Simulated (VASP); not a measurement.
# MgO (Periclase) (Fm-3m) in VASP: a series of runs, part 2 of 3

VASP 6.6.1. Earlier steps stand in the parts before.

## (3) Single point, PBEsol

This run uses another cell than the first one, of 9.66 Å³/atom, 1.062 times its volume.

INCAR

```
PREC = Accurate ; ENCUT = 600
EDIFF = 1E-6 ; ISMEAR = 0
SIGMA = 0.01 ; LREAL = F
LASPH = T ; NELM = 120
ALGO = Normal ; ISIF = 2
LWAVE = F ; LCHARG = T
GGA = PS ; LELF = T
LVHAR = T ; NBANDS = 11
GGA_COMPAT = F
```

KPOINTS

```
regular mesh
0
Gamma
  8 8 8
```

POSCAR

```
MgO
1.0
    0.0000000000      2.1293775954      2.1293775954
    2.1293775954      0.0000000000      2.1293775954
    2.1293775954      2.1293775954      0.0000000000
Mg O
1 1
Direct
    0.0000000000      0.0000000000      0.0000000000
    0.5000000000      0.5000000000      0.5000000000
```

Potentials or basis: VASP PAW PBE potentials, release 64 (Mg, O).

Launch:

```
$ cat potpaw_PBE.64/Mg/POTCAR potpaw_PBE.64/O/POTCAR > POTCAR
$ mpirun -np 1 vasp_std > vasp.out
```

OUTCAR:

```text
PREC = Accurate
   ENCUT = 600
   EDIFF = 1E-6
   ISMEAR = 0
   LREAL = F
   LASPH = T
   NELM = 120
   ISIF = 2
   GGA = PS

 ion  position               nearest neighbor table
   1  0.000  0.000  0.000-   2 2.13   2 2.13   2 2.13   2 2.13   2 2.13   2 2.13
   2  0.500  0.500  0.500-   1 2.13   1 2.13   1 2.13   1 2.13   1 2.13   1 2.13

  LATTYP: Found a face centered cubic cell.
 ALAT       =     4.2587551908

  Lattice vectors:

 A1 = (   0.0000000000,   2.1293775954,   2.1293775954)
 A2 = (   2.1293775954,   0.0000000000,   2.1293775954)
 A3 = (   2.1293775954,   2.1293775954,   0.0000000000)

Analysis of symmetry for initial positions (statically):
=====================================================================
 Subroutine PRICEL returns:
 Original cell was already a primitive cell.

 Routine SETGRP: Setting up the symmetry group for a
 face centered cubic supercell.

 Subroutine GETGRP returns: Found 48 space group operations
 (whereof 48 operations were pure point group operations)
 out of a pool of 48 trial point group operations.

The static configuration has the point symmetry O_h .

Analysis of symmetry for dynamics (positions and initial velocities):
=====================================================================
 Subroutine PRICEL returns:
 Original cell was already a primitive cell.

 Routine SETGRP: Setting up the symmetry group for a
 face centered cubic supercell.

 Subroutine GETGRP returns: Found 48 space group operations
 (whereof 48 operations were pure point group operations)
 out of a pool of 48 trial point group operations.

The dynamic configuration has the point symmetry O_h .

 Subroutine INISYM returns: Found 48 space group operations
 (whereof 48 operations are pure point group operations),
 and found     1 'primitive' translations

----------------------------------------------------------------------------------------

                                     Primitive cell

  volume of cell :      19.3103

  direct lattice vectors                    reciprocal lattice vectors
     0.000000000  2.129377595  2.129377595    -0.234810398  0.234810398  0.234810398
     2.129377595  0.000000000  2.129377595     0.234810398 -0.234810398  0.234810398
     2.129377595  2.129377595  0.000000000     0.234810398  0.234810398 -0.234810398

  length of vectors
     3.011394675  3.011394675  3.011394675     0.406703539  0.406703539  0.406703539

  position of ions in fractional coordinates (direct lattice)
     0.000000000  0.000000000  0.000000000
     0.500000000  0.500000000  0.500000000

  ion indices of the primitive-cell ions
   primitive index   ion index
                 1           1
                 2           2

----------------------------------------------------------------------------------------

 KPOINTS: regular mesh

Automatic generation of k-mesh.
 Grid dimensions read from file:
 generate k-points for:    8    8    8

 Generating k-lattice:

  Cartesian coordinates                     Fractional coordinates (reciprocal lattice)
    -0.029351300  0.029351300  0.029351300     0.125000000  0.000000000  0.000000000
     0.029351300 -0.029351300  0.029351300     0.000000000  0.125000000  0.000000000
     0.029351300  0.029351300 -0.029351300     0.000000000  0.000000000  0.125000000

  Length of vectors
     0.050837942  0.050837942  0.050837942

  Shift w.r.t. Gamma in fractional coordinates (k-lattice)
     0.000000000  0.000000000  0.000000000

 Subroutine IBZKPT returns following result:
 ===========================================

 Found     29 irreducible k-points:

 Following reciprocal coordinates:
            Coordinates               Weight
  0.000000  0.000000  0.000000      1.000000
  0.125000  0.000000  0.000000      8.000000
  0.250000  0.000000  0.000000      8.000000
  0.375000  0.000000  0.000000      8.000000
  0.500000  0.000000  0.000000      4.000000
  0.125000  0.125000  0.000000      6.000000
[... 16 lines left out ...]
  0.500000  0.250000  0.125000     48.000000
 -0.375000  0.250000  0.125000     24.000000
 [... further k-points ...]
   k-points           NKPTS =     29   k-points in BZ     NKDIM =     29   number of bands    NBANDS=     11
   number of dos      NEDOS =    301   number of ions     NIONS =      2
   total plane-waves  NPLWV =  13824
   dimension x,y,z NGX =    24 NGY =   24 NGZ =   24
   dimension x,y,z NGXF=    48 NGYF=   48 NGZF=   48
   ions per type =               1   1
   NGX,Y,Z   is equivalent  to a cutoff of  13.25, 13.25, 13.25 a.u.
   NGXF,Y,Z  is equivalent  to a cutoff of  26.50, 26.50, 26.50 a.u.
 SYSTEM =  unknown system
   PREC   = accura    normal or accurate (medium, high low for compatibility)
   ISTART =      0    job   : 0-new  1-cont  2-samecut
   ICHARG =      2    charge: 1-file 2-atom 10-const
   ISPIN  =      1    spin polarized calculation?
   LNONCOLLINEAR =      F non collinear calculations
   LSORBIT =      F    spin-orbit coupling
   LASPH  =      T    aspherical Exc in radial PAW
   ENCUT  =  600.0 eV  44.10 Ry    6.64 a.u.   6.01  6.01  6.01*2*pi/ulx,y,z
   NELM   =    120;   NELMIN=  2; NELMDL= -5     # of ELM steps
   EDIFF  = 0.1E-05   stopping-criterion for ELM
   LREAL  =      F    real-space projection
   EDIFFG = 0.1E-04   stopping-criterion for IOM
   NSW    =      0    number of steps for IOM
   IBRION =     -1    ionic relax: 0-MD 1-quasi-New 2-CG
   NFREE  =      0    steps in history (QN), initial steepest desc. (CG)
   ISIF   =      2    stress and relaxation
   ISYM   =      2    0-nonsym 1-usesym 2-fastsym
   POTIM  = 0.5000    time-step for ionic-motion
   TEBEG  =    0.0;   TEEND  =   0.0 temperature during run
   PSTRESS=    0.0 pullay stress
   NELECT =       8.0000    total number of electrons
   NUPDOWN=      -1.0000    fix difference up-down
   EMIN   =  10.00;   EMAX   =-10.00  energy-range for DOS
   EFERMI =   0.00;   METHOD = LEGACY
   ISMEAR =     0;   SIGMA  =   0.01  broadening in eV -4-tet -1-fermi 0-gaus
   EFERMI_NEDOS =   21; number of points for ismear=-14 and -15
   IALGO  =     38    algorithm
   IMIX   =      4    mixing-type and parameters
     AMIX     =   0.40;   BMIX     =  1.00
     AMIX_MAG =   1.60;   BMIX_MAG =  1.00
  volume/ion in A,a.u.               =       9.66        65.16
  Fermi-wavevector in a.u.,A,eV,Ry     =   1.220419  2.306257 20.264810  1.489422
  Thomas-Fermi vector in A             =   2.355637
   LORBIT       =      0    0 simple, 1 ext, 2 COOP (PROOUT), +10 PAW based schemes
   GGA     = PS    functional components
   LHFCALC =     F    Hartree Fock is set to
   AEXX    =    0.0000 exact exchange contribution
   IVDW    =     0    specifies the selected vdW correction
   LEPSILON=     F    determine dielectric tensor
   LRPA    =     F    only Hartree local field effects (RPA)
 non-spin polarized calculation
 Gauss-broadening in eV      SIGMA  =   0.01
  energy-cutoff  :      600.00
  volume of cell :       19.31
 maximum number of plane-waves:       660
   NGX = 13   NGY = 13   NGZ = 13

 number of electron       8.0000003 magnetization

 Free energy of the ion-electron system (eV)
  ---------------------------------------------------
  ext. energy  EPLUGINS =         0.00000000
  ---------------------------------------------------
  free energy    TOTEN  =       -12.50503884 eV

  energy without entropy =      -12.50503884  energy(sigma->0) =      -12.50503884

 E-fermi :   2.9081     XC(G=0): -11.1511

 val. band max:        2.8217063348   @ k =   0.0000   0.0000   0.0000
 cond. band min:       7.1446886446   @ k =   0.0000   0.0000   0.0000
 fundamental gap:      4.3229823098
 Fermi energy:         2.9081489491

 k-point     1 :       0.0000    0.0000    0.0000
  band No.  band energies     occupation
      1     -14.2153      2.00000
      2       2.8217      2.00000
      3       2.8217      2.00000
      4       2.8217      2.00000
      5       7.1447      0.00000
      6      18.2721      0.00000
      7      18.2721      0.00000
      8      18.2721      0.00000
      9      22.0279      0.00000
     10      23.8738      0.00000
     11      23.8738      0.00000
[... 309 lines left out ...]
 k-point    24 :      -0.3750    0.2500    0.1250
  band No.  band energies     occupation
      1     -12.8383      2.00000
      2      -1.1073      2.00000
      3       0.9271      2.00000
      4       1.8644      2.00000
      5      12.1234      0.00000
      6      14.5878      0.00000
      7      15.8574      0.00000
      8      19.1953      0.00000
      9      22.8149      0.00000
     10      24.3112      0.00000
     11      28.3219      0.00000

 [... further k-points ...]
[... 5 lines left out ...]
  --------------------------------------------------------------------------------------
  -------------------------------------------------------------------------------------
  Total       -0.6530606     -0.6530606     -0.6530606      0.0000000     -0.0000000      0.0000000
  in kB      -54.1846228    -54.1846228    -54.1846228      0.0000000     -0.0000000      0.0000000
  external PRESSURE =     -54.1846228 kB  Pullay stress =       0.0000000 kB

 VOLUME and BASIS-vectors are now :
 -----------------------------------------------------------------------------
  energy-cutoff  :      600.00
  volume of cell :       19.31
      direct lattice vectors                 reciprocal lattice vectors
     0.000000000  2.129377595  2.129377595    -0.234810398  0.234810398  0.234810398
     2.129377595  0.000000000  2.129377595     0.234810398 -0.234810398  0.234810398
     2.129377595  2.129377595  0.000000000     0.234810398  0.234810398 -0.234810398

 POSITION                                       TOTAL-FORCE (eV/Angst)
 -----------------------------------------------------------------------------------
      0.00000      0.00000      0.00000         0.000000      0.000000     -0.000000
      2.12938      2.12938      2.12938        -0.000000     -0.000000      0.000000
 -----------------------------------------------------------------------------------
    total drift:                               -0.000000     -0.000000      0.000000

  FREE ENERGIE OF THE ION-ELECTRON SYSTEM (eV)
  ---------------------------------------------------
  free  energy   TOTEN  =       -12.5050388370 eV

  energy  without entropy=      -12.5050388370  energy(sigma->0) =      -12.50503884
```

It took 12 s on 1 thread of AMD EPYC 7R13, shared host; peak memory 0.11 GiB.

Results:

```
Free energy            : -12.5050 eV
Pressure               : -5.4 GPa
Band gap on the k mesh : 4.32 eV, direct
```

Levels at points of the mesh, in eV from the valence-band top:
```csv
k point,band 1,band 2,band 3,band 4,band 5,band 6,band 7,band 8
"(0.00, 0.00, 0.00)",-17.04,0.00,0.00,0.00,4.32,15.45,15.45,15.45
"(0.50, 0.00, 0.00)",-15.81,-4.54,-0.63,-0.63,7.54,12.13,15.84,15.84
"(0.50, 0.50, 0.00)",-15.55,-4.01,-1.32,-1.32,8.89,9.53,12.63,18.35
```

Caveat: the PAW data sets were made with another functional, which shifts forces and pressure a little.

(Continued in part 3 of 3.)
